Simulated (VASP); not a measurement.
# Li2S (Fm-3m) in VASP: settings compared

Li2S is run at these levels: PBEsol, PBE+D4, revPBE+D3(BJ); tasks: relaxation of cell and atoms.

Everything below comes from runs of VASP 6.6.1. Logs are shortened: lines on timing, memory, paths and dates and some standing lists are left out, and cuts for length are marked.

### 1 The cell of the first run

It takes space group Fm-3m (No. 225, cubic). The conventional cell has a = 5.689 Å, b = 5.689 Å, c = 5.689 Å, α = 90.00°, β = 90.00°, γ = 90.00°. Li (site symmetry -43m) has 4 S at 2.46 Å and 6 Li at 2.84 Å within 3.3 Å. S (site symmetry m-3m) has 8 Li at 2.46 Å within 3.3 Å.

### 2 Relaxation of cell and atoms, PBEsol

INCAR reads:

```
PREC     = Accurate       # precision mode
ENCUT    = 750            # plane-wave cutoff, eV
EDIFF    = 1E-7           # SCF threshold, eV
ISMEAR   = 0              # smearing method
SIGMA    = 0.01           # smearing width, eV
LREAL    = F              # projectors in reciprocal space
LASPH    = T              # aspherical terms in the spheres
NELM     = 120            # most SCF steps
ALGO     = Normal         # electronic algorithm
ISIF     = 3              # what is computed and relaxed
LWAVE    = F              # write WAVECAR
LCHARG   = F              # write CHGCAR
GGA      = PS             # functional
IBRION   = 2              # ionic algorithm
NSW      = 80             # ionic steps
EDIFFG   = -0.03          # ionic threshold
GGA_COMPAT= F            
NELMIN   = 4
```

KPOINTS reads:

```
regular mesh
0
Gamma
  6 6 6
```

POSCAR reads:

```
Li2S
1.0
    0.0000000000      2.8445000000      2.8445000000
    2.8445000000      0.0000000000      2.8445000000
    2.8445000000      2.8445000000      0.0000000000
Li S
2 1
Direct
    0.2500000000      0.2500000000      0.2500000000
    0.7500000000      0.7500000000      0.7500000000
    0.0000000000      0.0000000000      0.0000000000
```

Potentials or basis: VASP PAW PBE potentials, release 64 (Li_sv, S).

Launch:

```
$ cat potpaw_PBE.64/Li_sv/POTCAR potpaw_PBE.64/S/POTCAR > POTCAR
$ mpirun -np 1 vasp_std > vasp.out
```

OUTCAR:

```text
PREC = Accurate
   ENCUT = 750
   EDIFF = 1E-7
   ISMEAR = 0
   LREAL = F
   LASPH = T
   NELM = 120
   ISIF = 3
   GGA = PS
   IBRION = 2
   NSW = 80
   EDIFFG = -0.03
   NELMIN = 4

 ion  position               nearest neighbor table
   1  0.250  0.250  0.250-   3 2.46   3 2.46   3 2.46   3 2.46
   2  0.750  0.750  0.750-   3 2.46   3 2.46   3 2.46   3 2.46
   3  0.000  0.000  0.000-   2 2.46   2 2.46   2 2.46   1 2.46   2 2.46   1 2.46   1 2.46   1 2.46

  LATTYP: Found a face centered cubic cell.
 ALAT       =     5.6890000000

  Lattice vectors:

 A1 = (   0.0000000000,   2.8445000000,   2.8445000000)
 A2 = (   2.8445000000,   0.0000000000,   2.8445000000)
 A3 = (   2.8445000000,   2.8445000000,   0.0000000000)

Analysis of symmetry for initial positions (statically):
=====================================================================
 Subroutine PRICEL returns:
 Original cell was already a primitive cell.

 Routine SETGRP: Setting up the symmetry group for a
 face centered cubic supercell.

 Subroutine GETGRP returns: Found 48 space group operations
 (whereof 48 operations were pure point group operations)
 out of a pool of 48 trial point group operations.

The static configuration has the point symmetry O_h .

Analysis of symmetry for dynamics (positions and initial velocities):
=====================================================================
 Subroutine PRICEL returns:
 Original cell was already a primitive cell.

 Routine SETGRP: Setting up the symmetry group for a
 face centered cubic supercell.

 Subroutine GETGRP returns: Found 48 space group operations
 (whereof 48 operations were pure point group operations)
 out of a pool of 48 trial point group operations.

The dynamic configuration has the point symmetry O_h .

 Subroutine INISYM returns: Found 48 space group operations
 (whereof 48 operations are pure point group operations),
 and found     1 'primitive' translations

----------------------------------------------------------------------------------------

                                     Primitive cell

  volume of cell :      46.0307

  direct lattice vectors                    reciprocal lattice vectors
     0.000000000  2.844500000  2.844500000    -0.175777817  0.175777817  0.175777817
     2.844500000  0.000000000  2.844500000     0.175777817 -0.175777817  0.175777817
     2.844500000  2.844500000  0.000000000     0.175777817  0.175777817 -0.175777817

  length of vectors
     4.022730478  4.022730478  4.022730478     0.304456110  0.304456110  0.304456110

  position of ions in fractional coordinates (direct lattice)
     0.250000000  0.250000000  0.250000000
     0.750000000  0.750000000  0.750000000
     0.000000000  0.000000000  0.000000000

  ion indices of the primitive-cell ions
   primitive index   ion index
                 1           1
                 2           2
                 3           3

----------------------------------------------------------------------------------------

 KPOINTS: regular mesh

Automatic generation of k-mesh.
 Grid dimensions read from file:
 generate k-points for:    6    6    6

 Generating k-lattice:

  Cartesian coordinates                     Fractional coordinates (reciprocal lattice)
    -0.029296303  0.029296303  0.029296303     0.166666667  0.000000000  0.000000000
     0.029296303 -0.029296303  0.029296303     0.000000000  0.166666667  0.000000000
     0.029296303  0.029296303 -0.029296303     0.000000000  0.000000000  0.166666667

  Length of vectors
     0.050742685  0.050742685  0.050742685

  Shift w.r.t. Gamma in fractional coordinates (k-lattice)
     0.000000000  0.000000000  0.000000000

 Subroutine IBZKPT returns following result:
 ===========================================

 Found     16 irreducible k-points:

 Following reciprocal coordinates:
            Coordinates               Weight
  0.000000  0.000000  0.000000      1.000000
  0.166667  0.000000  0.000000      8.000000
  0.333333  0.000000  0.000000      8.000000
  0.500000  0.000000  0.000000      4.000000
  0.166667  0.166667  0.000000      6.000000
  0.333333  0.166667  0.000000     24.000000
[... 8 lines left out ...]
 -0.333333  0.333333  0.166667     24.000000
 -0.333333  0.500000  0.166667     12.000000
   k-points           NKPTS =     16   k-points in BZ     NKDIM =     16   number of bands    NBANDS=     10
   number of dos      NEDOS =    301   number of ions     NIONS =      3
   total plane-waves  NPLWV =  46656
   dimension x,y,z NGX =    36 NGY =   36 NGZ =   36
   dimension x,y,z NGXF=    72 NGYF=   72 NGZF=   72
   ions per type =               2   1
   NGX,Y,Z   is equivalent  to a cutoff of  14.88, 14.88, 14.88 a.u.
   NGXF,Y,Z  is equivalent  to a cutoff of  29.76, 29.76, 29.76 a.u.
 SYSTEM =  unknown system
   PREC   = accura    normal or accurate (medium, high low for compatibility)
   ISTART =      0    job   : 0-new  1-cont  2-samecut
   ICHARG =      2    charge: 1-file 2-atom 10-const
   ISPIN  =      1    spin polarized calculation?
   LNONCOLLINEAR =      F non collinear calculations
   LSORBIT =      F    spin-orbit coupling
   LASPH  =      T    aspherical Exc in radial PAW
   ENCUT  =  750.0 eV  55.12 Ry    7.42 a.u.   8.98  8.98  8.98*2*pi/ulx,y,z
   NELM   =    120;   NELMIN=  4; NELMDL= -5     # of ELM steps
   EDIFF  = 0.1E-06   stopping-criterion for ELM
   LREAL  =      F    real-space projection
   EDIFFG = -.3E-01   stopping-criterion for IOM
   NSW    =     80    number of steps for IOM
   IBRION =      2    ionic relax: 0-MD 1-quasi-New 2-CG
   NFREE  =      1    steps in history (QN), initial steepest desc. (CG)
   ISIF   =      3    stress and relaxation
   ISYM   =      2    0-nonsym 1-usesym 2-fastsym
   POTIM  = 0.5000    time-step for ionic-motion
   TEBEG  =    0.0;   TEEND  =   0.0 temperature during run
   PSTRESS=    0.0 pullay stress
   NELECT =      12.0000    total number of electrons
   NUPDOWN=      -1.0000    fix difference up-down
   EMIN   =  10.00;   EMAX   =-10.00  energy-range for DOS
   EFERMI =   0.00;   METHOD = LEGACY
   ISMEAR =     0;   SIGMA  =   0.01  broadening in eV -4-tet -1-fermi 0-gaus
   EFERMI_NEDOS =   21; number of points for ismear=-14 and -15
   IALGO  =     38    algorithm
   IMIX   =      4    mixing-type and parameters
     AMIX     =   0.40;   BMIX     =  1.00
     AMIX_MAG =   1.60;   BMIX_MAG =  1.00
  volume/ion in A,a.u.               =      15.34       103.54
  Fermi-wavevector in a.u.,A,eV,Ry     =   1.045810  1.976294 14.880934  1.093718
  Thomas-Fermi vector in A             =   2.180621
   LORBIT       =      0    0 simple, 1 ext, 2 COOP (PROOUT), +10 PAW based schemes
   GGA     = PS    functional components
   LHFCALC =     F    Hartree Fock is set to
   AEXX    =    0.0000 exact exchange contribution
   IVDW    =     0    specifies the selected vdW correction
   LEPSILON=     F    determine dielectric tensor
   LRPA    =     F    only Hartree local field effects (RPA)
 conjugate gradient relaxation of ions
 non-spin polarized calculation
 Gauss-broadening in eV      SIGMA  =   0.01
  energy-cutoff  :      750.00
  volume of cell :       46.03
 maximum number of plane-waves:      2168
   NGX = 17   NGY = 17   NGZ = 17

--------------------------------------- Ionic step        1  -------------------------------------------

 number of electron      11.9999998 magnetization

 Free energy of the ion-electron system (eV)
  ---------------------------------------------------
  ext. energy  EPLUGINS =         0.00000000
  ---------------------------------------------------
  free energy    TOTEN  =       -12.37516252 eV

  energy without entropy =      -12.37516252  energy(sigma->0) =      -12.37516252

------------------------ aborting loop because EDIFF is reached ----------------------------------------

  FORCE on cell =-STRESS in cart. coord.  units (eV):
  Direction    XX          YY          ZZ          XY          YZ          ZX
  --------------------------------------------------------------------------------------
  -------------------------------------------------------------------------------------
  Total       -0.2169177     -0.2169177     -0.2169177     -0.0000000      0.0000000      0.0000000
  in kB       -7.5501889     -7.5501889     -7.5501889     -0.0000000      0.0000000      0.0000000
  external PRESSURE =      -7.5501889 kB  Pullay stress =       0.0000000 kB

 VOLUME and BASIS-vectors are now :
 -----------------------------------------------------------------------------
  energy-cutoff  :      750.00
  volume of cell :       46.03
      direct lattice vectors                 reciprocal lattice vectors
     0.000000000  2.844500000  2.844500000    -0.175777817  0.175777817  0.175777817
     2.844500000  0.000000000  2.844500000     0.175777817 -0.175777817  0.175777817
     2.844500000  2.844500000  0.000000000     0.175777817  0.175777817 -0.175777817
[... 38 lines left out ...]
 POSITION                                       TOTAL-FORCE (eV/Angst)
 -----------------------------------------------------------------------------------
      1.41729      1.41729      1.41729        -0.000000     -0.000000     -0.000000
      4.25187      4.25187      4.25187         0.000000      0.000000      0.000000
     -0.00000      2.83458      2.83458        -0.000000     -0.000000     -0.000000
 -----------------------------------------------------------------------------------
    total drift:                               -0.000000     -0.000000      0.000000

  FREE ENERGIE OF THE ION-ELECTRON SYSTEM (eV)
  ---------------------------------------------------
  free  energy   TOTEN  =       -12.3767931678 eV

  energy  without entropy=      -12.3767931678  energy(sigma->0) =      -12.37679317

--------------------------------------- Ionic step        3  -------------------------------------------

 number of electron      11.9999996 magnetization

 Free energy of the ion-electron system (eV)
  ---------------------------------------------------
  ext. energy  EPLUGINS =         0.00000000
  ---------------------------------------------------
  free energy    TOTEN  =       -12.37715746 eV

  energy without entropy =      -12.37715746  energy(sigma->0) =      -12.37715746

 E-fermi :   1.6622     XC(G=0):  -8.7281

 val. band max:        1.5563804177   @ k =   0.0000   0.0000   0.0000
 cond. band min:       4.7606746097   @ k =   0.5000   0.5000   0.0000
 fundamental gap:      3.2042941920
 Fermi energy:         1.6622186677

 k-point     1 :       0.0000    0.0000    0.0000
  band No.  band energies     occupation
      1     -41.8915      2.00000
      2     -41.8415      2.00000
      3      -9.5271      2.00000
      4       1.5564      2.00000
      5       1.5564      2.00000
      6       1.5564      2.00000
      7       5.7747      0.00000
      8       7.7154      0.00000
      9       7.7154      0.00000
     10       7.7154      0.00000

 k-point     2 :       0.1667    0.0000    0.0000
  band No.  band energies     occupation
      1     -41.8879      2.00000
      2     -41.8446      2.00000
      3      -9.4240      2.00000
      4       0.5550      2.00000
      5       1.4019      2.00000
      6       1.4019      2.00000
      7       6.4492      0.00000
      8       8.0982      0.00000
      9       8.0982      0.00000
     10       8.3541      0.00000
[... 202 lines left out ...]
 POSITION                                       TOTAL-FORCE (eV/Angst)
 -----------------------------------------------------------------------------------
      1.41349      1.41349      1.41349         0.000000      0.000000      0.000000
      4.24048      4.24048      4.24048        -0.000000     -0.000000      0.000000
      0.00000      0.00000      0.00000        -0.000000     -0.000000     -0.000000
 -----------------------------------------------------------------------------------
    total drift:                                0.000000      0.000000      0.000000

  FREE ENERGIE OF THE ION-ELECTRON SYSTEM (eV)
  ---------------------------------------------------
  free  energy   TOTEN  =       -12.3771574580 eV

  energy  without entropy=      -12.3771574580  energy(sigma->0) =      -12.37715746

 reached required accuracy - stopping structural energy minimisation
```

It took 72 s on 1 thread of Intel Xeon 8259CL, shared host; peak memory 0.2 GiB.

Results:

```yaml
Free_energy: -12.3772 eV
Relaxed_volume: 15.06 Å³/atom
Relaxed_cell: a = 3.998 Å, b = 3.998 Å, c = 3.998 Å, α = 60.00°, β = 60.00°, γ = 60.00°
Space_group_after_relaxing_to_0.05_Å: Fm-3m (No. 225)
Energy_gained_by_relaxing: 0.7 meV/atom
Ionic_steps: 3
Pressure_after_relaxing: 0.0 GPa
Band_gap_on_the_k_mesh: 3.20 eV, indirect (least direct gap 4.22 eV)
```

The path:
| step | energy change (eV) | largest force (eV/Å) | pressure (GPa) | volume (Å³) |
| --- | --- | --- | --- | --- |
| 1 | 0.0000 | 0.0000 | -0.76 | 46.03 |
| 2 | -0.0016 | 0.0000 | -0.33 | 45.55 |
| 3 | -0.0020 | 0.0000 | 0.01 | 45.19 |

Final structure:
```
CELL_PARAMETERS angstrom
0.00000 2.82699 2.82699
2.82699 0.00000 2.82699
2.82699 2.82699 0.00000
ATOMIC_POSITIONS crystal
Li 0.25000 0.25000 0.25000
Li 0.75000 0.75000 0.75000
S 0.00000 0.00000 0.00000
```

Caveat: the PAW data sets were made with another functional, which shifts forces and pressure a little. PBEsol gaps usually lie below the measured ones, often by a third to a half.

### 3 Relaxation of cell and atoms, PBE+D4

INCAR reads:

```
  PREC = Accurate
  ENCUT = 750
  EDIFF = 1E-7
  ISMEAR = 0
  SIGMA = 0.01
  LREAL = False
  LASPH = True
  NELM = 120
  ALGO = Normal
  ISIF = 3
  LWAVE = False
  LCHARG = False
  GGA = PE
  IVDW = 13
  IBRION = 2
  NSW = 80
  EDIFFG = -0.03
  GGA_COMPAT = False
  NELMIN = 4
```

KPOINTS reads:

```
Automatic mesh
0
Gamma
  6 6 6
```

POSCAR is that of step 2.

Potentials or basis: VASP PAW PBE potentials, release 64 (Li_sv, S).

Launch:

```
$ cat potpaw_PBE.64/Li_sv/POTCAR potpaw_PBE.64/S/POTCAR > POTCAR
$ mpirun -np 1 vasp_std > vasp.out
```

Wall time 79 s (1 thread of Intel Xeon 8259CL, shared host); peak memory 0.2 GiB.

The run converged. Its results:

- Free energy: -12.3290 eV
- Relaxed volume: 14.93 Å³/atom
- Relaxed cell: a = 3.987 Å, b = 3.987 Å, c = 3.987 Å, α = 60.00°, β = 60.00°, γ = 60.00°
- Space group after relaxing (to 0.05 Å): Fm-3m (No. 225)
- Energy gained by relaxing: 1.5 meV/atom
- Ionic steps: 3
- Pressure after relaxing: 0.0 GPa
- Band gap on the k mesh: 3.37 eV, indirect (least direct gap 4.43 eV)
- Dispersion energy per atom: -0.114 eV

The path:
```tsv
step	energy change (eV)	largest force (eV/Å)	pressure (GPa)	volume (Å³)
1	0.0000	0.0000	-1.13	46.03
2	-0.0037	0.0000	-0.49	45.31
3	-0.0045	0.0000	-0.01	44.80
```

Final structure:
```yaml
crystal:
  lattice:
    - [0.00000, 2.81898, 2.81898]
    - [2.81898, 0.00000, 2.81898]
    - [2.81898, 2.81898, 0.00000]
  atoms:
    - { symbol: Li, position: [0.25000, 0.25000, 0.25000] }
    - { symbol: Li, position: [0.75000, 0.75000, 0.75000] }
    - { symbol: S, position: [0.00000, 0.00000, 0.00000] }
```

Levels at points of the mesh, in eV from the valence-band top:
| k point | band 4 | band 5 | band 6 | band 7 | band 8 | band 9 |
| --- | --- | --- | --- | --- | --- | --- |
| (0.00, 0.00, 0.00) | 0.00 | 0.00 | 0.00 | 4.43 | 6.24 | 6.24 |
| (0.50, 0.00, 0.00) | -2.98 | -0.53 | -0.53 | 6.25 | 6.59 | 6.59 |
| (0.50, 0.50, 0.00) | -2.23 | -1.48 | -1.48 | 3.37 | 7.17 | 11.33 |

A k mesh can miss the band edges. PBE gaps usually lie below the measured ones, often by a third to a half.

### 4 Relaxation of cell and atoms, revPBE+D3(BJ)

INCAR reads:

```
PREC = Accurate ; ENCUT = 750
EDIFF = 1E-7 ; ISMEAR = 0
SIGMA = 0.01 ; LREAL = False
LASPH = True ; NELM = 120
ALGO = Normal ; ISIF = 3
LWAVE = False ; LCHARG = False
GGA = RE ; IVDW = 12
IBRION = 2 ; NSW = 80
EDIFFG = -0.03 ; GGA_COMPAT = False
NELMIN = 4
```

KPOINTS is that of step 3.

POSCAR is that of step 3.

Launch:

```
$ cat potpaw_PBE.64/Li_sv/POTCAR potpaw_PBE.64/S/POTCAR > POTCAR
$ mpirun -np 1 vasp_std > vasp.out
```

Run time: 87 s. Hardware: 1 thread of Intel Xeon 8259CL, shared host; peak memory 0.21 GiB.

Results (log left out):

| Property | Result |
| --- | --- |
| Free energy | -13.0630 eV |
| Relaxed volume | 13.88 Å³/atom |
| Relaxed cell | a = 3.890 Å, b = 3.890 Å, c = 3.890 Å, α = 60.00°, β = 60.00°, γ = 60.00° |
| Space group after relaxing (to 0.05 Å) | Fm-3m (No. 225) |
| Energy gained by relaxing | 21.9 meV/atom |
| Ionic steps | 3 |
| Pressure after relaxing | -0.2 GPa |
| Band gap on the k mesh | 3.41 eV, indirect (least direct gap 4.96 eV) |
| Dispersion energy per atom | -0.575 eV |

Step by step:
```
step  energy change (eV)  largest force (eV/Å)  pressure (GPa)  volume (Å³)
   1              0.0000                0.0000           -4.25        46.03
   2             -0.0533                0.0000           -2.05        43.37
   3             -0.0657                0.0000           -0.19        41.64
```

Final structure:
```
Li S
1.0
     0.00000    2.75097    2.75097
     2.75097    0.00000    2.75097
     2.75097    2.75097    0.00000
Li S
2 1
Direct
  0.25000 0.25000 0.25000
  0.75000 0.75000 0.75000
  0.00000 0.00000 0.00000
```

Levels at points of the mesh, in eV from the valence-band top:
```csv
k point,band 4,band 5,band 6,band 7,band 8,band 9
"(0.00, 0.00, 0.00)",0.00,0.00,0.00,4.96,6.37,6.37
"(0.50, 0.00, 0.00)",-3.20,-0.58,-0.58,6.71,6.71,6.71
"(0.50, 0.50, 0.00)",-2.38,-1.62,-1.62,3.41,7.43,12.03
```

Caveat: the PAW data sets were made with another functional, which shifts forces and pressure a little. A k mesh can miss the band edges.

### 5 Overview

```csv
level,gap on the mesh (eV),pressure (GPa),relaxed volume (Å³/atom)
PBEsol,3.20,0.0,15.06
PBE+D4,3.37,0.0,14.93
revPBE+D3(BJ),3.41,-0.2,13.88
```

Alike in all rows: task relaxation of cell and atoms; potentials or basis VASP PAW PBE potentials, release 64 (Li_sv, S); no spin polarisation; cell relaxed; k mesh 6 × 6 × 6; cutoff (eV) 750; smearing gaussian 0.01 eV.

Caveats: the PAW data sets were made with another functional, which shifts forces and pressure a little (some runs).

Total energies depend on the potentials used, so only differences within one code and one set of settings carry meaning.
